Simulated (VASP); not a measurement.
# AlGa3N4 (R3m) in VASP: a series of runs, part 2 of 2

VASP 6.6.1. Earlier steps stand in the parts before.

### Step 3. Single point, LDA

INCAR reads:

```
SYSTEM = AlGa3N4
PREC = Accurate ; ENCUT = 520
EDIFF = 1E-6 ; ISMEAR = 0
SIGMA = 0.05 ; LREAL = .False.
LASPH = .True. ; NELM = 80
ALGO = Normal ; ISIF = 2
LWAVE = .False. ; LCHARG = .True.
GGA = CA ; LELF = .True.
LVHAR = .True. ; NBANDS = 41
```

KPOINTS reads:

```
regular mesh
0
Gamma
  6 6 6
  0 0 0
```

POSCAR reads:

```
AlGa3N4
1.0
    4.4267521656      0.0515716627      0.0515716627
    0.0515716627      4.4267521656      0.0515716627
    0.0515716627      0.0515716627      4.4267521656
Al Ga N
1 3 4
Direct
    0.0000000000      0.0000000000      0.0000000000
    0.5000000000      0.5000000000      0.0000000000
    0.5000000000      0.0000000000      0.5000000000
    0.0000000000      0.5000000000      0.5000000000
    0.7548078379      0.7548078379      0.2451921621
    0.7548078379      0.2451921621      0.7548078379
    0.2451921621      0.7548078379      0.7548078379
    0.2451921621      0.2451921621      0.2451921621
```

Potentials or basis: VASP PAW LDA potentials, release 64 (Al, Ga_d, N).

The run is started by

```sh
> cat potpaw_LDA.64/Al/POTCAR potpaw_LDA.64/Ga_d/POTCAR potpaw_LDA.64/N/POTCAR > POTCAR
> mpirun -np 1 vasp_std > vasp.out
```

OUTCAR:

```text
SYSTEM = AlGa3N4
   PREC = Accurate
   ENCUT = 520
   EDIFF = 1E-6
   ISMEAR = 0
   LREAL = .False.
   LASPH = .True.
   NELM = 80
   ISIF = 2
   GGA = CA

 ion  position               nearest neighbor table
   1  0.000  0.000  0.000-   5 1.87   6 1.87   7 1.87   8 1.92   3 3.09   4 3.09   2 3.09   4 3.09
                             2 3.09   3 3.09
   2  0.500  0.500  0.000-   6 1.91   7 1.91   8 1.92   5 1.97   1 3.09   1 3.09
   3  0.500  0.000  0.500-   7 1.91   5 1.91   8 1.92   6 1.97   1 3.09   1 3.09
   4  0.000  0.500  0.500-   6 1.91   5 1.91   8 1.92   7 1.97   1 3.09   1 3.09
   5  0.755  0.755  0.245-   1 1.87   3 1.91   4 1.91   2 1.97
   6  0.755  0.245  0.755-   1 1.87   2 1.91   4 1.91   3 1.97
   7  0.245  0.755  0.755-   1 1.87   2 1.91   3 1.91   4 1.97
   8  0.245  0.245  0.245-   2 1.92   3 1.92   4 1.92   1 1.92

  LATTYP: Found a trigonal (rhomboedric) cell.
 ALAT       =     4.4273529347
 COS(alpha) =     0.0234293627

  Lattice vectors:

 A1 = (   4.4267521656,   0.0515716627,   0.0515716627)
 A2 = (   0.0515716627,   4.4267521656,   0.0515716627)
 A3 = (   0.0515716627,   0.0515716627,   4.4267521656)

Analysis of symmetry for initial positions (statically):
=====================================================================
 Subroutine PRICEL returns:
 Original cell was already a primitive cell.

 Routine SETGRP: Setting up the symmetry group for a
 trigonal (rhombohedral) supercell.

 Subroutine GETGRP returns: Found  6 space group operations
 (whereof  6 operations were pure point group operations)
 out of a pool of 12 trial point group operations.

The static configuration has the point symmetry C_3v.

Analysis of symmetry for dynamics (positions and initial velocities):
=====================================================================
 Subroutine PRICEL returns:
 Original cell was already a primitive cell.

 Routine SETGRP: Setting up the symmetry group for a
[... 143 lines left out ...]
   GGA     = CA    functional components
   LHFCALC =     F    Hartree Fock is set to
   AEXX    =    0.0000 exact exchange contribution
   IVDW    =     0    specifies the selected vdW correction
   LEPSILON=     F    determine dielectric tensor
   LRPA    =     F    only Hartree local field effects (RPA)
 non-spin polarized calculation
 Gauss-broadening in eV      SIGMA  =   0.05
  energy-cutoff  :      520.00
  volume of cell :       86.71
 maximum number of plane-waves:      2361
 NGX is ok and might be reduce to    36
   NGX = 17   NGY = 17   NGZ = 17

 number of electron      61.9999958 magnetization

 Free energy of the ion-electron system (eV)
  ---------------------------------------------------
  ext. energy  EPLUGINS =         0.00000000
  ---------------------------------------------------
  free energy    TOTEN  =       -58.10620128 eV

  energy without entropy =      -58.10620128  energy(sigma->0) =      -58.10620128

 E-fermi :   5.8044     XC(G=0): -12.0829

 val. band max:        5.5423571659   @ k =   0.0000   0.0000   0.0000
 cond. band min:       8.0286013462   @ k =   0.0000   0.0000   0.0000
 fundamental gap:      2.4862441803
 Fermi energy:         5.8044367875

 k-point     1 :       0.0000    0.0000    0.0000
  band No.  band energies     occupation
      1     -10.3025      2.00000
      2      -9.0463      2.00000
      3      -8.9887      2.00000
      4      -8.9887      2.00000
      5      -7.8007      2.00000
      6      -7.7731      2.00000
[... 1045 lines left out ...]
     40      15.5523      0.00000
     41      15.8398      0.00000

 [... further k-points ...]

------------------------ aborting loop because EDIFF is reached ----------------------------------------

  FORCE on cell =-STRESS in cart. coord.  units (eV):
  Direction    XX          YY          ZZ          XY          YZ          ZX
  --------------------------------------------------------------------------------------
  -------------------------------------------------------------------------------------
  Total        0.7875406      0.7875406      0.7875406     -2.6249438     -2.6249438     -2.6249438
  in kB       14.5513533     14.5513533     14.5513533    -48.5009734    -48.5009734    -48.5009734
  external PRESSURE =      14.5513533 kB  Pullay stress =       0.0000000 kB

 VOLUME and BASIS-vectors are now :
 -----------------------------------------------------------------------------
  energy-cutoff  :      520.00
  volume of cell :       86.71
      direct lattice vectors                 reciprocal lattice vectors
     4.426752166  0.051571663  0.051571663     0.225959881 -0.002602118 -0.002602118
     0.051571663  4.426752166  0.051571663    -0.002602118  0.225959881 -0.002602118
     0.051571663  0.051571663  4.426752166    -0.002602118 -0.002602118  0.225959881

 POSITION                                       TOTAL-FORCE (eV/Angst)
 -----------------------------------------------------------------------------------
      0.00000      0.00000      0.00000         0.189545      0.189545      0.189545
      2.23916      2.23916      0.05157         0.196252      0.196252      0.184202
      2.23916      0.05157      2.23916         0.196252      0.184202      0.196252
      0.05157      2.23916      2.23916         0.184202      0.196252      0.196252
      3.39292      3.39292      1.16326        -0.171606     -0.171606     -0.190816
      3.39292      1.16326      3.39292        -0.171606     -0.190816     -0.171606
      1.16326      3.39292      3.39292        -0.190816     -0.171606     -0.171606
      1.11069      1.11069      1.11069        -0.232225     -0.232225     -0.232225
 -----------------------------------------------------------------------------------
    total drift:                                0.000095      0.000095      0.000096

  FREE ENERGIE OF THE ION-ELECTRON SYSTEM (eV)
  ---------------------------------------------------
  free  energy   TOTEN  =       -58.1062012821 eV

  energy  without entropy=      -58.1062012821  energy(sigma->0) =      -58.10620128
```

OSZICAR:

```text
N       E                     dE             d eps       ncg     rms          rms(c)
DAV:   1     0.626793848496E+03    0.62679E+03   -0.28068E+04  3010   0.256E+03
DAV:   2     0.488566435247E+02   -0.57794E+03   -0.53716E+03  2800   0.637E+02
DAV:   3    -0.598579103345E+02   -0.10871E+03   -0.10521E+03  3017   0.193E+02
DAV:   4    -0.669147281462E+02   -0.70568E+01   -0.69865E+01  3520   0.523E+01
DAV:   5    -0.671249325701E+02   -0.21020E+00   -0.20989E+00  3168   0.861E+00    0.159E+01
DAV:   6    -0.580631141478E+02    0.90618E+01   -0.26698E+01  4812   0.614E+01    0.466E+00
DAV:   7    -0.582369206452E+02   -0.17381E+00   -0.40553E+00  3169   0.104E+01    0.384E+00
DAV:   8    -0.581500048120E+02    0.86916E-01   -0.64106E-01  4118   0.765E+00    0.120E+00
DAV:   9    -0.581052224153E+02    0.44782E-01   -0.19408E-01  4158   0.552E+00    0.414E-01
DAV:  10    -0.581062374528E+02   -0.10150E-02   -0.14829E-02  3168   0.726E-01    0.179E-01
DAV:  11    -0.581062080652E+02    0.29388E-04   -0.18933E-03  4080   0.596E-01    0.301E-02
DAV:  12    -0.581061987466E+02    0.93187E-05   -0.28049E-04  4174   0.229E-01    0.153E-02
DAV:  13    -0.581062011303E+02   -0.23838E-05   -0.32316E-05  3376   0.356E-02    0.503E-03
DAV:  14    -0.581062012821E+02   -0.15176E-06   -0.19922E-06  2392   0.888E-03
   1 F= -.58106201E+02 E0= -.58106201E+02  d E =-.305537E-15
```

stdout:

```text
POSCAR found type information on POSCAR AlGaN
 POSCAR found :  3 types and       8 ions
 scaLAPACK will be used
 LDA part: xc-table for (Slater(with rela. corr.)+CA(PZ))
 , standard interpolation
 POSCAR, INCAR and KPOINTS ok, starting setup
 FFT: planning ... GRIDC
 FFT: planning ... GRID_SOFT
 FFT: planning ... GRID
 WAVECAR not read
 entering main loop
```

Run time: 3 min. Hardware: 1 thread of Intel Xeon 8259CL, shared host; peak memory 0.23 GiB.

Results:

| Item | Value |
| --- | --- |
| Free energy | -58.1062 eV |
| Pressure | 1.5 GPa |
| Largest force | 0.402 eV/Å |
| Band gap on the k mesh | 2.49 eV |

Forces in eV/Å, atoms in the order of the input:
```
Al   0.190  0.190  0.190
Ga   0.196  0.196  0.184
Ga   0.196  0.184  0.196
Ga   0.184  0.196  0.196
N   -0.172 -0.172 -0.191
N   -0.172 -0.191 -0.172
N   -0.191 -0.172 -0.172
N   -0.232 -0.232 -0.232
```

### Step 4. Single point, LDA

This run uses another cell than the first one, of 11.17 Å³/atom.

INCAR reads:

```
ALGO = Normal
EDIFF = 1E-6
ENCUT = 520
ISIF = 2
ISMEAR = 0
LASPH = T
LCHARG = T
LELF = T
LREAL = F
LVHAR = T
LWAVE = F
NBANDS = 41
NELM = 100
PREC = Accurate
SIGMA = 0.05
```

KPOINTS reads:

```
k-points
0
Gamma
  6 6 6
```

Edit POSCAR of step 3 so:

```diff
@@ -2,5 +2,5 @@
 1.0
-    4.4267521656      0.0515716627      0.0515716627
-    0.0515716627      4.4267521656      0.0515716627
-    0.0515716627      0.0515716627      4.4267521656
+    4.4710196873     -0.0515716627     -0.0515716627
+   -0.0515716627      4.4710196873     -0.0515716627
+   -0.0515716627     -0.0515716627      4.4710196873
 Al Ga N
```

The run is started by

```sh
> cat potpaw_LDA.64/Al/POTCAR potpaw_LDA.64/Ga_d/POTCAR potpaw_LDA.64/N/POTCAR > POTCAR
> mpirun -np 1 vasp_std > vasp.out
```

It took 3.8 min on 1 thread of Intel Xeon 8259CL, shared host; peak memory 0.23 GiB.

It converged, with:

- Free energy: -58.0782 eV
- Pressure: -4.4 GPa
- Largest force: 0.388 eV/Å
- Band gap on the k mesh: 2.25 eV

Forces on the atoms (eV/Å):
```
Al  -0.216 -0.216 -0.216
Ga  -0.225 -0.225 -0.203
Ga  -0.225 -0.203 -0.225
Ga  -0.203 -0.225 -0.225
N    0.233  0.233  0.180
N    0.233  0.180  0.233
N    0.180  0.233  0.233
N    0.224  0.224  0.224
```

Stress tensor (GPa, compression positive):
```
-4.40  4.72  4.72
 4.72 -4.40  4.72
 4.72  4.72 -4.40
```

Levels at points of the mesh, in eV from the valence-band top:
```tsv
k point	band 29	band 30	band 31	band 32	band 33	band 34
(0.00, 0.00, 0.00)	-0.13	-0.13	0.00	2.25	3.24	3.26
(0.50, 0.00, 0.00)	-1.46	-1.40	-1.18	4.75	4.83	6.02
(0.50, 0.50, 0.00)	-1.07	-0.97	-0.71	6.49	6.54	6.73
(0.50, 0.50, 0.50)	-0.73	-0.73	-0.73	4.60	4.89	4.89
```

Caveat: the cell stands under tension.

### Step 5. Single point, LDA

This run uses another cell than the first one, of 11.17 Å³/atom.

INCAR reads:

```
SYSTEM = AlGa3N4
PREC = Accurate
ENCUT = 520
EDIFF = 1E-6
ISMEAR = 0
SIGMA = 0.05
LREAL = .False.
LASPH = .True.
NELM = 60
ALGO = Normal
ISIF = 2
LWAVE = .False.
LCHARG = .True.
GGA = CA
LELF = .True.
LVHAR = .True.
NBANDS = 41
```

KPOINTS reads:

```
Automatic mesh
0
Gamma
  6 6 6
  0 0 0
```

Edit POSCAR of step 4 so:

```diff
@@ -2,5 +2,5 @@
 1.0
-    4.4710196873     -0.0515716627     -0.0515716627
-   -0.0515716627      4.4710196873     -0.0515716627
-   -0.0515716627     -0.0515716627      4.4710196873
+    4.4710196873      0.0515716627      0.0515716627
+    0.0515716627      4.4710196873      0.0515716627
+    0.0515716627      0.0515716627      4.4710196873
 Al Ga N
```

The run is started by

```sh
> cat potpaw_LDA.64/Al/POTCAR potpaw_LDA.64/Ga_d/POTCAR potpaw_LDA.64/N/POTCAR > POTCAR
> mpirun -np 1 vasp_std > vasp.out
```

Wall time 3.3 min (1 thread of Intel Xeon 8259CL, shared host); peak memory 0.23 GiB.

Results (log left out):

| Property | Result |
| --- | --- |
| Free energy | -58.0839 eV |
| Pressure | -4.4 GPa |
| Largest force | 0.326 eV/Å |
| Band gap on the k mesh | 2.28 eV |

Forces in eV/Å, atoms in the order of the input:
```
Al   0.153  0.153  0.153
Ga   0.157  0.157  0.145
Ga   0.157  0.145  0.157
Ga   0.145  0.157  0.157
N   -0.138 -0.138 -0.148
N   -0.138 -0.148 -0.138
N   -0.148 -0.138 -0.138
N   -0.188 -0.188 -0.188
```

Stress tensor (GPa, compression positive):
```
-4.41 -4.38 -4.38
-4.38 -4.41 -4.38
-4.38 -4.38 -4.41
```

Levels at points of the mesh, in eV from the valence-band top:
```
           k point  band 27  band 28  band 29  band 30  band 31  band 32  band 33  band 34  band 35  band 36
(0.00, 0.00, 0.00)    -2.38    -2.38    -0.15     0.00     0.00     2.28     3.28     3.28     3.32     6.34
(0.50, 0.00, 0.00)    -2.88    -1.64    -1.43    -1.36    -1.14     4.78     4.86     6.05     6.08     7.53
(0.50, 0.50, 0.00)    -3.08    -1.04    -1.04    -0.93    -0.67     6.52     6.59     6.73     7.15     7.32
(0.50, 0.50, 0.50)    -0.85    -0.85    -0.77    -0.66    -0.66     4.73     4.73     5.00     6.14     8.74
```

Caveat: the cell stands under tension.

### Step 6. Summary

| cell | gap on the mesh (eV) | pressure (GPa) | largest force (eV/Å) |
| --- | --- | --- | --- |
| a = 4.427 Å, angles 91.3°, 8 atoms | 2.45 | 1.5 | 0.46 |
| a = 4.427 Å, angles 88.7°, 8 atoms | 2.49 | 1.5 | 0.40 |
| a = 4.472 Å, angles 91.3°, 8 atoms | 2.25 | -4.4 | 0.39 |
| a = 4.472 Å, angles 88.7°, 8 atoms | 2.28 | -4.4 | 0.33 |

Alike in all rows: task single point; level LDA; potentials or basis VASP PAW LDA potentials, release 64 (Al, Ga_d, N); no spin polarisation; k mesh 6 × 6 × 6; cutoff (eV) 520; smearing gaussian 0.05 eV.

Caveats: the cell stands under tension (at least some runs).

Total energies depend on the potentials used, so only differences within one code and one set of settings carry meaning.
